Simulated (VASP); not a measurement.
# BeS (F-43m) in VASP: a series of runs

Runs on BeS. Level: PBE. Tasks: single point, relaxation of cell and atoms.

Everything below comes from runs of VASP 6.6.1. Logs are shortened: lines on timing, memory, paths and dates and some standing lists are left out, and cuts for length are marked.

## 1. The cell of the first run

Symmetry: F-43m, No. 216, cubic system. Conventional cell: a = 4.876 Å, b = 4.876 Å, c = 4.876 Å, α = 90.00°, β = 90.00°, γ = 90.00°. Within 2.8 Å of Be (site symmetry -43m) lie 4 S at 2.11 Å. S (site symmetry -43m) has 4 Be at 2.11 Å within 2.8 Å.

## 2. Single point, PBE

INCAR

```
  PREC = Accurate
  ENCUT = 520
  EDIFF = 1E-6
  ISMEAR = 0
  SIGMA = 0.02
  LREAL = F
  LASPH = T
  NELM = 100
  ALGO = Normal
  ISIF = 2
  LWAVE = F
  LCHARG = F
  GGA = PE
  NBANDS = 11
```

KPOINTS

```
regular mesh
0
Gamma
  8 8 8
```

POSCAR

```
BeS
1.0
    0.0000000000      2.4379188693      2.4379188693
    2.4379188693      0.0000000000      2.4379188693
    2.4379188693      2.4379188693      0.0000000000
Be S
1 1
Direct
    0.0000000000      0.0000000000      0.0000000000
    0.2500000000      0.2500000000      0.2500000000
```

Potentials or basis: VASP PAW PBE potentials, release 64 (Be, S).

Launch:

```
> cat potpaw_PBE.64/Be/POTCAR potpaw_PBE.64/S/POTCAR > POTCAR
> mpirun -np 1 vasp_std > vasp.out
```

OUTCAR:

```text
PREC = Accurate
   ENCUT = 520
   EDIFF = 1E-6
   ISMEAR = 0
   LREAL = F
   LASPH = T
   NELM = 100
   ISIF = 2
   GGA = PE

 ion  position               nearest neighbor table
   1  0.000  0.000  0.000-   2 2.11   2 2.11   2 2.11   2 2.11
   2  0.250  0.250  0.250-   1 2.11   1 2.11   1 2.11   1 2.11

  LATTYP: Found a face centered cubic cell.
 ALAT       =     4.8758377386

  Lattice vectors:

 A1 = (   0.0000000000,   2.4379188693,   2.4379188693)
 A2 = (   2.4379188693,   0.0000000000,   2.4379188693)
 A3 = (   2.4379188693,   2.4379188693,   0.0000000000)

Analysis of symmetry for initial positions (statically):
=====================================================================
 Subroutine PRICEL returns:
 Original cell was already a primitive cell.

 Routine SETGRP: Setting up the symmetry group for a
 face centered cubic supercell.

 Subroutine GETGRP returns: Found 24 space group operations
 (whereof 24 operations were pure point group operations)
 out of a pool of 48 trial point group operations.

The static configuration has the point symmetry T_d .

Analysis of symmetry for dynamics (positions and initial velocities):
=====================================================================
 Subroutine PRICEL returns:
 Original cell was already a primitive cell.

 Routine SETGRP: Setting up the symmetry group for a
 face centered cubic supercell.

 Subroutine GETGRP returns: Found 24 space group operations
 (whereof 24 operations were pure point group operations)
 out of a pool of 48 trial point group operations.

The dynamic configuration has the point symmetry T_d .

 Subroutine INISYM returns: Found 24 space group operations
 (whereof 24 operations are pure point group operations),
 and found     1 'primitive' translations

----------------------------------------------------------------------------------------

                                     Primitive cell

  volume of cell :      28.9793

  direct lattice vectors                    reciprocal lattice vectors
     0.000000000  2.437918869  2.437918869    -0.205092961  0.205092961  0.205092961
     2.437918869  0.000000000  2.437918869     0.205092961 -0.205092961  0.205092961
     2.437918869  2.437918869  0.000000000     0.205092961  0.205092961 -0.205092961

  length of vectors
     3.447737929  3.447737929  3.447737929     0.355231429  0.355231429  0.355231429

  position of ions in fractional coordinates (direct lattice)
     0.000000000  0.000000000  0.000000000
     0.250000000  0.250000000  0.250000000

  ion indices of the primitive-cell ions
   primitive index   ion index
                 1           1
                 2           2

----------------------------------------------------------------------------------------

 KPOINTS: regular mesh

Automatic generation of k-mesh.
 Grid dimensions read from file:
 generate k-points for:    8    8    8

 Generating k-lattice:

  Cartesian coordinates                     Fractional coordinates (reciprocal lattice)
    -0.025636620  0.025636620  0.025636620     0.125000000  0.000000000  0.000000000
     0.025636620 -0.025636620  0.025636620     0.000000000  0.125000000  0.000000000
     0.025636620  0.025636620 -0.025636620     0.000000000  0.000000000  0.125000000

  Length of vectors
     0.044403929  0.044403929  0.044403929

  Shift w.r.t. Gamma in fractional coordinates (k-lattice)
     0.000000000  0.000000000  0.000000000

 Subroutine IBZKPT returns following result:
 ===========================================

 Found     29 irreducible k-points:

 Following reciprocal coordinates:
            Coordinates               Weight
  0.000000  0.000000  0.000000      1.000000
  0.125000  0.000000  0.000000      8.000000
  0.250000  0.000000  0.000000      8.000000
  0.375000  0.000000  0.000000      8.000000
  0.500000  0.000000  0.000000      4.000000
  0.125000  0.125000  0.000000      6.000000
[... 16 lines left out ...]
  0.500000  0.250000  0.125000     48.000000
 -0.375000  0.250000  0.125000     24.000000
 [... further k-points ...]
   k-points           NKPTS =     29   k-points in BZ     NKDIM =     29   number of bands    NBANDS=     11
   number of dos      NEDOS =    301   number of ions     NIONS =      2
   total plane-waves  NPLWV =  21952
   dimension x,y,z NGX =    28 NGY =   28 NGZ =   28
   dimension x,y,z NGXF=    56 NGYF=   56 NGZF=   56
   ions per type =               1   1
   NGX,Y,Z   is equivalent  to a cutoff of  13.50, 13.50, 13.50 a.u.
   NGXF,Y,Z  is equivalent  to a cutoff of  27.00, 27.00, 27.00 a.u.
 SYSTEM =  unknown system
   PREC   = accura    normal or accurate (medium, high low for compatibility)
   ISTART =      0    job   : 0-new  1-cont  2-samecut
   ICHARG =      2    charge: 1-file 2-atom 10-const
   ISPIN  =      1    spin polarized calculation?
   LNONCOLLINEAR =      F non collinear calculations
   LSORBIT =      F    spin-orbit coupling
   LASPH  =      T    aspherical Exc in radial PAW
   ENCUT  =  520.0 eV  38.22 Ry    6.18 a.u.   6.41  6.41  6.41*2*pi/ulx,y,z
   NELM   =    100;   NELMIN=  2; NELMDL= -5     # of ELM steps
   EDIFF  = 0.1E-05   stopping-criterion for ELM
   LREAL  =      F    real-space projection
   EDIFFG = 0.1E-04   stopping-criterion for IOM
   NSW    =      0    number of steps for IOM
   IBRION =     -1    ionic relax: 0-MD 1-quasi-New 2-CG
   NFREE  =      0    steps in history (QN), initial steepest desc. (CG)
   ISIF   =      2    stress and relaxation
   ISYM   =      2    0-nonsym 1-usesym 2-fastsym
   POTIM  = 0.5000    time-step for ionic-motion
   TEBEG  =    0.0;   TEEND  =   0.0 temperature during run
   PSTRESS=    0.0 pullay stress
   NELECT =       8.0000    total number of electrons
   NUPDOWN=      -1.0000    fix difference up-down
   EMIN   =  10.00;   EMAX   =-10.00  energy-range for DOS
   EFERMI =   0.00;   METHOD = LEGACY
   ISMEAR =     0;   SIGMA  =   0.02  broadening in eV -4-tet -1-fermi 0-gaus
   EFERMI_NEDOS =   21; number of points for ismear=-14 and -15
   IALGO  =     38    algorithm
   IMIX   =      4    mixing-type and parameters
     AMIX     =   0.40;   BMIX     =  1.00
     AMIX_MAG =   1.60;   BMIX_MAG =  1.00
  volume/ion in A,a.u.               =      14.49        97.78
  Fermi-wavevector in a.u.,A,eV,Ry     =   1.065963  2.014379 15.459997  1.136278
  Thomas-Fermi vector in A             =   2.201532
   LORBIT       =      0    0 simple, 1 ext, 2 COOP (PROOUT), +10 PAW based schemes
   GGA     = PE    functional components
   LHFCALC =     F    Hartree Fock is set to
   AEXX    =    0.0000 exact exchange contribution
   IVDW    =     0    specifies the selected vdW correction
   LEPSILON=     F    determine dielectric tensor
   LRPA    =     F    only Hartree local field effects (RPA)
 non-spin polarized calculation
 Gauss-broadening in eV      SIGMA  =   0.02
  energy-cutoff  :      520.00
  volume of cell :       28.98
 maximum number of plane-waves:       799
 NGX is ok and might be reduce to    28
   NGX = 13   NGY = 13   NGZ = 13

 number of electron       7.9999999 magnetization

 Free energy of the ion-electron system (eV)
  ---------------------------------------------------
  ext. energy  EPLUGINS =         0.00000000
  ---------------------------------------------------
  free energy    TOTEN  =       -10.01333877 eV

  energy without entropy =      -10.01333877  energy(sigma->0) =      -10.01333877

 E-fermi :   4.1829     XC(G=0):  -9.6649

 val. band max:        4.0112865917   @ k =   0.0000   0.0000   0.0000
 cond. band min:       7.1572097138   @ k =   0.5000   0.5000   0.0000
 fundamental gap:      3.1459231222
 Fermi energy:         4.1828581698

 k-point     1 :       0.0000    0.0000    0.0000
  band No.  band energies     occupation
      1      -9.5753      2.00000
      2       4.0113      2.00000
      3       4.0113      2.00000
      4       4.0113      2.00000
      5       9.6871      0.00000
      6       9.6871      0.00000
      7       9.6871      0.00000
      8       9.7628      0.00000
      9      16.7937      0.00000
     10      16.7937      0.00000
     11      18.7600      0.00000

 k-point     2 :       0.1250    0.0000    0.0000
  band No.  band energies     occupation
      1      -9.4018      2.00000
      2       2.8285      2.00000
      3       3.8170      2.00000
      4       3.8170      2.00000
      5       9.5800      0.00000
      6      10.0362      0.00000
      7      10.0362      0.00000
      8      11.0668      0.00000
      9      16.1138      0.00000
     10      16.1138      0.00000
     11      18.6402      0.00000

 k-point     3 :       0.2500    0.0000    0.0000
  band No.  band energies     occupation
      1      -8.9245      2.00000
      2       0.7589      2.00000
      3       3.4282      2.00000
      4       3.4282      2.00000
      5       9.5195      0.00000
      6      10.5743      0.00000
      7      10.5743      0.00000
      8      13.1641      0.00000
      9      15.8749      0.00000
     10      15.8749      0.00000
     11      18.1953      0.00000

 k-point     4 :       0.3750    0.0000    0.0000
  band No.  band energies     occupation
      1      -8.3210      2.00000
      2      -0.9683      2.00000
      3       3.1138      2.00000
      4       3.1138      2.00000
      5       9.4588      0.00000
      6      10.6478      0.00000
      7      10.6478      0.00000
      8      14.6982      0.00000
      9      17.2033      0.00000
     10      17.2033      0.00000
     11      18.3226      0.00000
[... 239 lines left out ...]
 k-point    22 :       0.3750    0.2500    0.1250
  band No.  band energies     occupation
      1      -8.5353      2.00000
      2       0.5252      2.00000
      3       1.9117      2.00000
      4       2.9155      2.00000
      5       9.5362      0.00000
      6      11.2603      0.00000
      7      11.4904      0.00000
      8      12.5233      0.00000
      9      15.5504      0.00000
     10      18.3504      0.00000
     11      19.8513      0.00000

 k-point    23 :       0.5000    0.2500    0.1250
  band No.  band energies     occupation
      1      -8.0055      2.00000
      2      -0.6085      2.00000
      3       1.3815      2.00000
      4       2.4544      2.00000
      5      10.0064      0.00000
      6      10.8102      0.00000
      7      12.4195      0.00000
      8      13.2498      0.00000
      9      16.5668      0.00000
     10      18.3173      0.00000
     11      20.3655      0.00000

 k-point    24 :      -0.3750    0.2500    0.1250
  band No.  band energies     occupation
      1      -7.7406      2.00000
      2      -1.1485      2.00000
      3       1.2859      2.00000
      4       2.2145      2.00000
      5      10.1179      0.00000
      6      10.5618      0.00000
      7      13.0755      0.00000
      8      14.4564      0.00000
      9      15.4025      0.00000
     10      19.2414      0.00000
     11      19.8652      0.00000

 [... further k-points ...]
[... 5 lines left out ...]
  --------------------------------------------------------------------------------------
  -------------------------------------------------------------------------------------
  Total        0.0056746      0.0056746      0.0056746      0.0000000     -0.0000000      0.0000000
  in kB        0.3137341      0.3137341      0.3137341      0.0000000     -0.0000000      0.0000000
  external PRESSURE =       0.3137341 kB  Pullay stress =       0.0000000 kB

 VOLUME and BASIS-vectors are now :
 -----------------------------------------------------------------------------
  energy-cutoff  :      520.00
  volume of cell :       28.98
      direct lattice vectors                 reciprocal lattice vectors
     0.000000000  2.437918869  2.437918869    -0.205092961  0.205092961  0.205092961
     2.437918869  0.000000000  2.437918869     0.205092961 -0.205092961  0.205092961
     2.437918869  2.437918869  0.000000000     0.205092961  0.205092961 -0.205092961

 POSITION                                       TOTAL-FORCE (eV/Angst)
 -----------------------------------------------------------------------------------
      0.00000      0.00000      0.00000        -0.000000      0.000000      0.000000
      1.21896      1.21896      1.21896         0.000000     -0.000000     -0.000000
 -----------------------------------------------------------------------------------
    total drift:                                0.000000      0.000000      0.000000

  FREE ENERGIE OF THE ION-ELECTRON SYSTEM (eV)
  ---------------------------------------------------
  free  energy   TOTEN  =       -10.0133387652 eV

  energy  without entropy=      -10.0133387652  energy(sigma->0) =      -10.01333877
```

Run time: 10 s. Hardware: 1 thread of Intel Xeon 6975P-C (Granite Rapids), shared host; peak memory 0.15 GiB.

Results:

```
Free energy            : -10.0133 eV
Pressure               : 0.0 GPa
Band gap on the k mesh : 3.15 eV, indirect (least direct gap 5.68 eV)
```

Levels at points of the mesh, in eV from the valence-band top:
```
           k point  band 1  band 2  band 3  band 4  band 5  band 6  band 7  band 8  band 9
(0.00, 0.00, 0.00)  -13.59    0.00    0.00    0.00    5.68    5.68    5.68    5.75   12.78
(0.50, 0.00, 0.00)  -12.02   -5.69   -1.01   -1.01    5.42    6.57    6.57   11.13   14.87
(0.50, 0.50, 0.00)  -11.49   -4.94   -2.59   -2.59    3.15    4.93   12.65   12.65   15.35
```

(Part 1 of 2 ends here.)
